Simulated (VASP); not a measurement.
Write the native input for VASP 6.6.1 that does the following.

```
Task                   : single point
Functional             : PBE
Dispersion             : D3(BJ)
Potentials or basis    : VASP PAW PBE potentials, release 64 (Ga_d, N)
Cutoff                 : 520 eV
k mesh                 : 6 × 6 × 4
Occupations            : gaussian, width 0.1 eV
Spin                   : no spin polarisation
Dipole correction      : no
Further INCAR settings : ALGO = Normal; EDIFF = 1e-06; NBANDS = 26
```

The structure of GaN lies in POSCAR:

```
GaN
1.0
    3.1799996605      0.0000000000      0.0000000000
   -1.5899998303      2.7539604900      0.0000000000
    0.0000000000      0.0000000000      5.1660000000
Ga N
2 2
Direct
    0.3333333333      0.6666666667      0.0000000000
    0.6666666667      0.3333333333      0.5000000000
    0.3333333333      0.6666666667      0.3750000000
    0.6666666667      0.3333333333      0.8750000000
```

The input as run:

INCAR

```
SYSTEM = GaN
PREC = Accurate ; ENCUT = 520
EDIFF = 1E-6 ; ISMEAR = 0
SIGMA = 0.1 ; LREAL = .False.
LASPH = .True. ; NELM = 100
ALGO = Normal ; ISIF = 2
LWAVE = .False. ; LCHARG = .False.
GGA = PE ; IVDW = 12
NBANDS = 26
```

KPOINTS

```
Automatic mesh
0
Gamma
  6 6 4
  0 0 0
```

Potentials or basis: VASP PAW PBE potentials, release 64 (Ga_d, N).

Launch:

```sh
$ cat potpaw_PBE.64/Ga_d/POTCAR potpaw_PBE.64/N/POTCAR > POTCAR
$ mpirun -np 1 vasp_std > vasp.out
```

Results of the run:

- Pressure: 3.6 GPa
- Largest force: 0.134 eV/Å
- Band gap on the k mesh: 1.97 eV, direct
- Dispersion energy per atom: -0.257 eV

It took 22 s on 1 thread of Intel(R) Xeon(R) Platinum 8259CL CPU @ 2.50GHz (Skylake/Cascade Lake), on a shared host, peak memory 0.17 GiB.
